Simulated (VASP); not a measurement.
# ScSi4O (P4/mmm) in VASP: notebook

Runs on ScSi4O. Level: PBE. Tasks: single point, relaxation of cell and atoms.

Program: VASP 6.6.1. These are calculated values, not measurements. Logs are shortened: lines on timing, memory, paths and dates and some standing lists are left out, and cuts for length are marked.

## 1. The cell of the first run

The structure is tetragonal, space group P4/mmm (No. 123). Conventional cell: a = 4.476 Å, b = 4.476 Å, c = 4.927 Å, α = 90.00°, β = 90.00°, γ = 90.00°. Sc (site symmetry 4/mmm) has 4 Si at 2.24 Å within 3.0 Å. Within 3.0 Å of Si (site symmetry mmm) lie 2 Sc at 2.24 Å and 2 O at 2.24 Å and 2 Si at 2.46 Å. Within 3.4 Å of Si (site symmetry mmm) lie 6 Si at 2.46 to 3.16 Å and 4 Sc at 3.33 Å and 4 O at 3.33 Å. Within 3.0 Å of O (site symmetry 4/mmm) lie 4 Si at 2.24 Å.

The cell was generated, and may not be a known phase.

## 2. Single point, PBE

Input file INCAR:

```
ALGO = Normal ; EDIFF = 1E-6
ENCUT = 520 ; GGA = PE
ISIF = 2 ; ISMEAR = 0
LASPH = T ; LCHARG = T
LELF = T ; LREAL = F
LVHAR = T ; LWAVE = F
NBANDS = 26 ; NELM = 60
PREC = Accurate ; SIGMA = 0.1
```

Input file KPOINTS:

```
k-points
0
Gamma
  4 4 4
```

Input file POSCAR:

```
ScSi4O
1.0
    4.4758295600      0.0000000000      0.0000000000
    0.0000000000      4.4758295600      0.0000000000
    0.0000000000      0.0000000000      4.9267207000
Sc Si O
1 4 1
Direct
    0.0000000000      0.0000000000      0.5000000000
    0.0000000000      0.5000000000      0.5000000000
    0.5000000000      0.0000000000      0.5000000000
    0.0000000000      0.5000000000      0.0000000000
    0.5000000000      0.0000000000      0.0000000000
    0.5000000000      0.5000000000      0.5000000000
```

Potentials or basis: VASP PAW PBE potentials, release 64 (Sc_sv, Si, O).

Run with:

```console
cat potpaw_PBE.64/Sc_sv/POTCAR potpaw_PBE.64/Si/POTCAR potpaw_PBE.64/O/POTCAR > POTCAR
mpirun -np 1 vasp_std > vasp.out
```

OUTCAR:

```text
EDIFF = 1E-6
   ENCUT = 520
   GGA = PE
   ISIF = 2
   ISMEAR = 0
   LASPH = T
   LREAL = F
   NELM = 60
   PREC = Accurate

 ion  position               nearest neighbor table
   1  0.000  0.000  0.500-   2 2.24   3 2.24   2 2.24   3 2.24
   2  0.000  0.500  0.500-   1 2.24   6 2.24   1 2.24   6 2.24   4 2.46   4 2.46
   3  0.500  0.000  0.500-   1 2.24   6 2.24   6 2.24   1 2.24   5 2.46   5 2.46
   4  0.000  0.500  0.000-   2 2.46   2 2.46
   5  0.500  0.000  0.000-   3 2.46   3 2.46
   6  0.500  0.500  0.500-   2 2.24   3 2.24   3 2.24   2 2.24

  LATTYP: Found a simple tetragonal cell.
 ALAT       =     4.4758295600
 C/A-ratio  =     1.1007391220

  Lattice vectors:

 A1 = (   4.4758295600,   0.0000000000,   0.0000000000)
 A2 = (   0.0000000000,   4.4758295600,   0.0000000000)
 A3 = (   0.0000000000,   0.0000000000,   4.9267207000)

Analysis of symmetry for initial positions (statically):
=====================================================================
 Subroutine PRICEL returns:
 Original cell was already a primitive cell.

 Routine SETGRP: Setting up the symmetry group for a
 simple tetragonal supercell.

 Subroutine GETGRP returns: Found 16 space group operations
 (whereof 16 operations were pure point group operations)
 out of a pool of 16 trial point group operations.

The static configuration has the point symmetry D_4h.

Analysis of symmetry for dynamics (positions and initial velocities):
=====================================================================
 Subroutine PRICEL returns:
 Original cell was already a primitive cell.

 Routine SETGRP: Setting up the symmetry group for a
 simple tetragonal supercell.

 Subroutine GETGRP returns: Found 16 space group operations
 (whereof 16 operations were pure point group operations)
 out of a pool of 16 trial point group operations.

The dynamic configuration has the point symmetry D_4h.

 Subroutine INISYM returns: Found 16 space group operations
 (whereof 16 operations are pure point group operations),
 and found     1 'primitive' translations

----------------------------------------------------------------------------------------

                                     Primitive cell

  volume of cell :      98.6972

  direct lattice vectors                    reciprocal lattice vectors
     4.475829560  0.000000000  0.000000000     0.223422270  0.000000000  0.000000000
[... 90 lines left out ...]
   NSW    =      0    number of steps for IOM
   IBRION =     -1    ionic relax: 0-MD 1-quasi-New 2-CG
   NFREE  =      0    steps in history (QN), initial steepest desc. (CG)
   ISIF   =      2    stress and relaxation
   ISYM   =      2    0-nonsym 1-usesym 2-fastsym
   POTIM  = 0.5000    time-step for ionic-motion
   TEBEG  =    0.0;   TEEND  =   0.0 temperature during run
   PSTRESS=    0.0 pullay stress
   NELECT =      33.0000    total number of electrons
   NUPDOWN=      -1.0000    fix difference up-down
   EMIN   =  10.00;   EMAX   =-10.00  energy-range for DOS
   EFERMI =   0.00;   METHOD = LEGACY
   ISMEAR =     0;   SIGMA  =   0.10  broadening in eV -4-tet -1-fermi 0-gaus
   EFERMI_NEDOS =   21; number of points for ismear=-14 and -15
   IALGO  =     38    algorithm
   IMIX   =      4    mixing-type and parameters
     AMIX     =   0.40;   BMIX     =  1.00
     AMIX_MAG =   1.60;   BMIX_MAG =  1.00
  volume/ion in A,a.u.               =      16.45       111.01
  Fermi-wavevector in a.u.,A,eV,Ry     =   1.136260  2.147220 17.566309  1.291087
  Thomas-Fermi vector in A             =   2.272965
   LORBIT       =      0    0 simple, 1 ext, 2 COOP (PROOUT), +10 PAW based schemes
   GGA     = PE    functional components
   LHFCALC =     F    Hartree Fock is set to
   AEXX    =    0.0000 exact exchange contribution
   IVDW    =     0    specifies the selected vdW correction
   LEPSILON=     F    determine dielectric tensor
   LRPA    =     F    only Hartree local field effects (RPA)
 non-spin polarized calculation
 Gauss-broadening in eV      SIGMA  =   0.10
  energy-cutoff  :      520.00
  volume of cell :       98.70
 maximum number of plane-waves:      2688
 NGX is ok and might be reduce to    36
   NGX = 17   NGY = 17   NGZ = 19

 number of electron      32.9999996 magnetization

 Free energy of the ion-electron system (eV)
  ---------------------------------------------------
  ext. energy  EPLUGINS =         0.00000000
  ---------------------------------------------------
  free energy    TOTEN  =       -28.04939742 eV

  energy without entropy =      -28.02102752  energy(sigma->0) =      -28.03521247

 E-fermi :   6.5321     XC(G=0): -10.3176

 val. band max:        6.5206465606   @ k =   0.2500   0.0000   0.2500
 cond. band min:       6.5350131397   @ k =   0.2500   0.0000   0.5000
 fundamental gap:      0.0143665792
 Fermi energy:         6.5321045182

 k-point     1 :       0.0000    0.0000    0.0000
  band No.  band energies     occupation
      1     -42.1109      2.00000
      2     -21.0830      2.00000
      3     -21.0830      2.00000
      4     -20.8917      2.00000
      5     -11.8386      2.00000
      6      -3.9784      2.00000
[... 511 lines left out ...]
     25      11.3105      0.00000
     26      11.3129      0.00000

------------------------ aborting loop because EDIFF is reached ----------------------------------------

  FORCE on cell =-STRESS in cart. coord.  units (eV):
  Direction    XX          YY          ZZ          XY          YZ          ZX
  --------------------------------------------------------------------------------------
  -------------------------------------------------------------------------------------
  Total       12.7127955     12.7127955     -2.7896519      0.0000000      0.0000000      0.0000000
  in kB      206.3700267    206.3700267    -45.2851248      0.0000000      0.0000000      0.0000000
  external PRESSURE =     122.4849762 kB  Pullay stress =       0.0000000 kB

 VOLUME and BASIS-vectors are now :
 -----------------------------------------------------------------------------
  energy-cutoff  :      520.00
  volume of cell :       98.70
      direct lattice vectors                 reciprocal lattice vectors
     4.475829560  0.000000000  0.000000000     0.223422270  0.000000000  0.000000000
     0.000000000  4.475829560  0.000000000     0.000000000  0.223422270  0.000000000
     0.000000000  0.000000000  4.926720700     0.000000000  0.000000000  0.202974770

 POSITION                                       TOTAL-FORCE (eV/Angst)
 -----------------------------------------------------------------------------------
      0.00000      0.00000      2.46336         0.000000      0.000000      0.000000
      0.00000      2.23791      2.46336         0.000000      0.000000      0.000000
      2.23791      0.00000      2.46336         0.000000      0.000000      0.000000
      0.00000      2.23791      0.00000         0.000000      0.000000      0.000000
      2.23791      0.00000      0.00000         0.000000      0.000000      0.000000
      2.23791      2.23791      2.46336         0.000000      0.000000      0.000000
 -----------------------------------------------------------------------------------
    total drift:                                0.000000      0.000000      0.000000

  FREE ENERGIE OF THE ION-ELECTRON SYSTEM (eV)
  ---------------------------------------------------
  free  energy   TOTEN  =       -28.0493974207 eV

  energy  without entropy=      -28.0210275210  energy(sigma->0) =      -28.03521247
```

stdout:

```text
POSCAR found type information on POSCAR ScSiO
 POSCAR found :  3 types and       6 ions
 scaLAPACK will be used
 LDA part: xc-table for (Slater+PW92), standard interpolation
 POSCAR, INCAR and KPOINTS ok, starting setup
 FFT: planning ... GRIDC
 FFT: planning ... GRID_SOFT
 FFT: planning ... GRID
 WAVECAR not read
 entering main loop
```

It took 1.9 min on 1 thread of AMD EPYC 7R13, shared host; peak memory 0.2 GiB.

What came out:

* Free energy: -28.0494 eV
* Pressure: 12.2 GPa
* Band gap on the k mesh: zero (an odd number of electrons rules out a gap without spin polarisation)

Levels at points of the mesh, in eV from the Fermi level:
```csv
k point,band 14,band 15,band 16,band 17,band 18,band 19
"(0.00, 0.00, 0.00)",-1.57,-1.57,-1.55,0.04,0.39,0.39
"(0.50, 0.00, 0.00)",-1.92,-1.56,-1.32,0.10,0.33,0.35
"(0.50, 0.50, 0.00)",-3.24,-1.97,-1.91,-0.54,-0.54,-0.28
"(0.00, 0.00, 0.50)",-2.42,-0.08,0.14,0.96,0.96,1.71
"(0.50, 0.00, 0.50)",-1.41,-0.53,-0.08,-0.05,0.06,0.70
"(0.50, 0.50, 0.50)",-2.26,-1.89,-1.73,-0.87,1.22,1.22
```

Caveat: the stress differs along the axes, from -5 to 21 GPa; an odd number of electrons without spin polarisation forces a metal; a magnetic or distorted state may lie lower.

## 3. Single point, PBE

This run uses another cell than the first one, of 19.07 Å³/atom.

Input file INCAR:

```
SYSTEM = ScSi4O
PREC = Accurate ; ENCUT = 520
EDIFF = 1E-6 ; ISMEAR = 0
SIGMA = 0.1 ; LREAL = .FALSE.
LASPH = .TRUE. ; NELM = 80
ALGO = Normal ; ISIF = 2
LWAVE = .FALSE. ; LCHARG = .FALSE.
GGA = PE ; NBANDS = 26
```

Input file KPOINTS:

```
Automatic mesh
0
G
  4 4 4
  0 0 0
```

Changes to POSCAR since step 2:

```diff
@@ -2,5 +2,5 @@
 1.0
-    4.4758295600      0.0000000000      0.0000000000
-    0.0000000000      4.4758295600      0.0000000000
-    0.0000000000      0.0000000000      4.9267207000
+    4.9301210656      0.0000000000      0.0000000000
+    0.0000000000      4.9301210656      0.0000000000
+    0.0000000000      0.0000000000      4.7069078342
 Sc Si O
```

Potentials or basis: VASP PAW PBE potentials, release 64 (Sc_sv, Si, O).

Run with:

```console
cat potpaw_PBE.64/Sc_sv/POTCAR potpaw_PBE.64/Si/POTCAR potpaw_PBE.64/O/POTCAR > POTCAR
mpirun -np 1 vasp_std > vasp.out
```

OUTCAR:

```text
SYSTEM = ScSi4O
   PREC = Accurate
   ENCUT = 520
   EDIFF = 1E-6
   ISMEAR = 0
   LREAL = .FALSE.
   LASPH = .TRUE.
   NELM = 80
   ISIF = 2
   GGA = PE

 ion  position               nearest neighbor table
   1  0.000  0.000  0.500-   2 2.47   3 2.47   2 2.47   3 2.47
   2  0.000  0.500  0.500-   4 2.35   4 2.35   6 2.47   1 2.47   1 2.47   6 2.47
   3  0.500  0.000  0.500-   5 2.35   5 2.35   6 2.47   1 2.47   6 2.47   1 2.47
   4  0.000  0.500  0.000-   2 2.35   2 2.35
   5  0.500  0.000  0.000-   3 2.35   3 2.35
   6  0.500  0.500  0.500-   2 2.47   3 2.47   3 2.47   2 2.47

  LATTYP: Found a simple tetragonal cell.
 ALAT       =     4.9301210656
 C/A-ratio  =     0.9547245943

  Lattice vectors:

 A1 = (   4.9301210656,   0.0000000000,   0.0000000000)
 A2 = (   0.0000000000,   4.9301210656,   0.0000000000)
 A3 = (   0.0000000000,   0.0000000000,   4.7069078342)

Analysis of symmetry for initial positions (statically):
=====================================================================
 Subroutine PRICEL returns:
 Original cell was already a primitive cell.

 Routine SETGRP: Setting up the symmetry group for a
 simple tetragonal supercell.

 Subroutine GETGRP returns: Found 16 space group operations
 (whereof 16 operations were pure point group operations)
 out of a pool of 16 trial point group operations.

The static configuration has the point symmetry D_4h.

Analysis of symmetry for dynamics (positions and initial velocities):
=====================================================================
 Subroutine PRICEL returns:
 Original cell was already a primitive cell.

 Routine SETGRP: Setting up the symmetry group for a
 simple tetragonal supercell.

 Subroutine GETGRP returns: Found 16 space group operations
 (whereof 16 operations were pure point group operations)
 out of a pool of 16 trial point group operations.

The dynamic configuration has the point symmetry D_4h.

 Subroutine INISYM returns: Found 16 space group operations
 (whereof 16 operations are pure point group operations),
 and found     1 'primitive' translations
[... 119 lines left out ...]
  Thomas-Fermi vector in A             =   2.217695
   LORBIT       =      0    0 simple, 1 ext, 2 COOP (PROOUT), +10 PAW based schemes
   GGA     = PE    functional components
   LHFCALC =     F    Hartree Fock is set to
   AEXX    =    0.0000 exact exchange contribution
   IVDW    =     0    specifies the selected vdW correction
   LEPSILON=     F    determine dielectric tensor
   LRPA    =     F    only Hartree local field effects (RPA)
 non-spin polarized calculation
 Gauss-broadening in eV      SIGMA  =   0.10
  energy-cutoff  :      520.00
  volume of cell :      114.41
 maximum number of plane-waves:      3116
 NGX is ok and might be reduce to    40
   NGX = 19   NGY = 19   NGZ = 17

 number of electron      32.9999994 magnetization

 Free energy of the ion-electron system (eV)
  ---------------------------------------------------
  ext. energy  EPLUGINS =         0.00000000
  ---------------------------------------------------
  free energy    TOTEN  =       -29.34475260 eV

  energy without entropy =      -29.32412873  energy(sigma->0) =      -29.33444066

 E-fermi :   4.9671     XC(G=0):  -9.6934

 val. band max:        4.9644521382   @ k =   0.5000   0.5000   0.5000
 cond. band min:       5.0071537516   @ k =   0.2500   0.2500   0.5000
 fundamental gap:      0.0427016134
 Fermi energy:         4.9670777818

 k-point     1 :       0.0000    0.0000    0.0000
  band No.  band energies     occupation
      1     -44.3184      2.00000
      2     -23.0916      2.00000
      3     -23.0216      2.00000
      4     -23.0216      2.00000
      5     -11.9540      2.00000
      6      -5.3603      2.00000
[... 511 lines left out ...]
     25       9.1130      0.00000
     26       9.2296      0.00000

------------------------ aborting loop because EDIFF is reached ----------------------------------------

  FORCE on cell =-STRESS in cart. coord.  units (eV):
  Direction    XX          YY          ZZ          XY          YZ          ZX
  --------------------------------------------------------------------------------------
  -------------------------------------------------------------------------------------
  Total        0.0799024      0.0799024     -0.0529856      0.0000000     -0.0000000      0.0000000
  in kB        1.1189730      1.1189730     -0.7420229      0.0000000     -0.0000000      0.0000000
  external PRESSURE =       0.4986410 kB  Pullay stress =       0.0000000 kB

 VOLUME and BASIS-vectors are now :
 -----------------------------------------------------------------------------
  energy-cutoff  :      520.00
  volume of cell :      114.41
      direct lattice vectors                 reciprocal lattice vectors
     4.930121066  0.000000000  0.000000000     0.202834776  0.000000000  0.000000000
     0.000000000  4.930121066  0.000000000     0.000000000  0.202834776  0.000000000
     0.000000000  0.000000000  4.706907834     0.000000000  0.000000000  0.212453703

 POSITION                                       TOTAL-FORCE (eV/Angst)
 -----------------------------------------------------------------------------------
      0.00000      0.00000      2.35345         0.000000      0.000000      0.000000
      0.00000      2.46506      2.35345         0.000000      0.000000      0.000000
      2.46506      0.00000      2.35345         0.000000      0.000000      0.000000
      0.00000      2.46506      0.00000         0.000000      0.000000      0.000000
      2.46506      0.00000      0.00000         0.000000      0.000000      0.000000
      2.46506      2.46506      2.35345         0.000000      0.000000      0.000000
 -----------------------------------------------------------------------------------
    total drift:                                0.000000      0.000000     -0.000000

  FREE ENERGIE OF THE ION-ELECTRON SYSTEM (eV)
  ---------------------------------------------------
  free  energy   TOTEN  =       -29.3447526010 eV

  energy  without entropy=      -29.3241287288  energy(sigma->0) =      -29.33444066
```

Wall time 2.4 min (1 thread of AMD EPYC 7R13, shared host); peak memory 0.22 GiB.

What came out:

```
Free energy            : -29.3448 eV
Pressure               : 0.0 GPa
Band gap on the k mesh : zero (an odd number of electrons rules out a gap without spin polarisation)
```

Levels at points of the mesh, in eV from the Fermi level:
```
           k point  band 14  band 15  band 16  band 17  band 18  band 19
(0.00, 0.00, 0.00)    -1.48    -1.48    -1.12     0.60     0.80     0.80
(0.50, 0.00, 0.00)    -2.11    -1.42    -1.14    -0.69     0.28     0.40
(0.50, 0.50, 0.00)    -2.04    -1.84    -1.00    -0.68    -0.68     0.78
(0.00, 0.00, 0.50)    -1.67     0.11     0.11     0.77     1.01     1.56
(0.50, 0.00, 0.50)    -1.44    -0.94    -0.66    -0.07     0.71     1.21
(0.50, 0.50, 0.50)    -1.78    -1.60    -1.40     0.00     1.96     1.96
```

Caveat: an odd number of electrons without spin polarisation forces a metal; a magnetic or distorted state may lie lower.

## 4. Relaxation of cell and atoms, PBE

Input file INCAR:

```
SYSTEM = ScSi4O
PREC = Accurate
ENCUT = 600
EDIFF = 1E-6
ISMEAR = 0
SIGMA = 0.1
LREAL = .False.
LASPH = .True.
NELM = 80
ALGO = Normal
ISIF = 3
LWAVE = .False.
LCHARG = .False.
GGA = PE
IBRION = 2
NSW = 90
EDIFFG = -0.04
```

Input file KPOINTS:

```
regular mesh
0
Gamma
  4 4 4
  0 0 0
```

Changes to POSCAR since step 3:

```diff
@@ -2,5 +2,5 @@
 1.0
-    4.9301210656      0.0000000000      0.0000000000
-    0.0000000000      4.9301210656      0.0000000000
-    0.0000000000      0.0000000000      4.7069078342
+    4.4758295600      0.0000000000      0.0000000000
+    0.0000000000      4.4758295600      0.0000000000
+    0.0000000000      0.0000000000      4.9267207000
 Sc Si O
```

Run with:

```console
cat potpaw_PBE.64/Sc_sv/POTCAR potpaw_PBE.64/Si/POTCAR potpaw_PBE.64/O/POTCAR > POTCAR
mpirun -np 1 vasp_std > vasp.out
```

Wall time 4.9 min (1 thread of AMD EPYC 7R13, shared host); peak memory 0.22 GiB.

Results (log left out):

```yaml
Free_energy: -29.3405 eV
Relaxed_volume: 19.11 Å³/atom
Relaxed_cell: a = 4.939 Å, b = 4.939 Å, c = 4.702 Å, α = 90.00°, β = 90.00°, γ = 90.00°
Space_group_after_relaxing_to_0.1_Å: P4/mmm (No. 123)
Energy_gained_by_relaxing: 214.9 meV/atom
Ionic_steps: 4
Pressure_after_relaxing: -0.1 GPa
Band_gap_on_the_k_mesh: zero (an odd number of electrons rules out a gap without spin polarisation)
```

Stress tensor (GPa, compression positive):
```
-0.16  0.00  0.00
 0.00 -0.16  0.00
 0.00  0.00  0.08
```

The path:
```csv
step,energy change (eV),largest force (eV/Å),pressure (GPa),volume (Å³)
1,0.0000,0.0000,12.24,98.70
2,-1.2548,0.0000,-1.47,117.20
3,-1.2550,0.0000,-1.58,117.42
4,-1.2893,0.0000,-0.08,114.69
```

Final structure:
```yaml
crystal:
  lattice:
    - [4.93856, 0.00000, 0.00000]
    - [0.00000, 4.93856, 0.00000]
    - [0.00000, 0.00000, 4.70232]
  atoms:
    - { symbol: Sc, position: [0.00000, 0.00000, 0.50000] }
    - { symbol: Si, position: [0.00000, 0.50000, 0.50000] }
    - { symbol: Si, position: [0.50000, 0.00000, 0.50000] }
    - { symbol: Si, position: [0.00000, 0.50000, 0.00000] }
    - { symbol: Si, position: [0.50000, 0.00000, 0.00000] }
    - { symbol: O, position: [0.50000, 0.50000, 0.50000] }
```

Levels at points of the mesh, in eV from the Fermi level:
```
           k point  band 14  band 15  band 16  band 17  band 18  band 19
(0.00, 0.00, 0.00)    -1.49    -1.49    -1.12     0.60     0.80     0.80
(0.50, 0.00, 0.00)    -2.13    -1.42    -1.14    -0.70     0.28     0.40
(0.50, 0.50, 0.00)    -2.03    -1.84    -0.99    -0.68    -0.68     0.79
(0.00, 0.00, 0.50)    -1.67     0.10     0.10     0.77     1.02     1.55
(0.50, 0.00, 0.50)    -1.44    -0.95    -0.67    -0.07     0.71     1.29
(0.50, 0.50, 0.50)    -1.77    -1.60    -1.39     0.00     1.96     1.96
```

Caveat: the volume moved by over 15 % at a fixed basis, so the end points are rough; an odd number of electrons without spin polarisation forces a metal; a magnetic or distorted state may lie lower.

[end of part 1 of 2]

The gap in the log of VASP goes by the Fermi energy; the results here count the filled bands.